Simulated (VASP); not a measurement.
Input of a VASP 6.6.1 run:

INCAR

```
PREC     = Accurate       # precision mode
ENCUT    = 520            # plane-wave cutoff, eV
EDIFF    = 1E-6           # SCF threshold, eV
ISMEAR   = 0              # smearing method
SIGMA    = 0.1            # smearing width, eV
LREAL    = False          # projectors in reciprocal space
LASPH    = True           # aspherical terms in the spheres
NELM     = 60             # most SCF steps
ALGO     = Normal         # electronic algorithm
ISIF     = 2              # what is computed and relaxed
LWAVE    = False          # write WAVECAR
LCHARG   = True           # write CHGCAR
GGA      = PE             # functional
LELF     = True           # ELF
LVHAR    = True         
NBANDS   = 22             # bands
```

Contents of KPOINTS:

```
regular mesh
0
Gamma
  4 4 4
```

The input POSCAR:

```
MoAs3
1.0
    4.2242452251      0.0000000000      0.0000000000
    0.0000000000      4.2242452251      0.0000000000
    0.0000000000      0.0000000000      4.2242452251
Mo As
1 3
Direct
    0.0000000000      0.0000000000      0.0000000000
    0.0000000000      0.5000000000      0.5000000000
    0.5000000000      0.0000000000      0.5000000000
    0.5000000000      0.5000000000      0.0000000000
```

Potentials or basis: VASP PAW PBE potentials, release 64 (Mo_sv, As).

Run with:

```console
$ cat potpaw_PBE.64/Mo_sv/POTCAR potpaw_PBE.64/As/POTCAR > POTCAR
$ mpirun -np 1 vasp_std > vasp.out
```

Question: What does it give for the band gap on the k mesh?

Answer: Zero (an odd number of electrons rules out a gap without spin polarisation).

Question: Predict the pressure.

Answer: -6.5 GPa.

Caveat: the k points lie up to 0.37 Å⁻¹ apart, too coarse for converged energies and pressures of a metal.
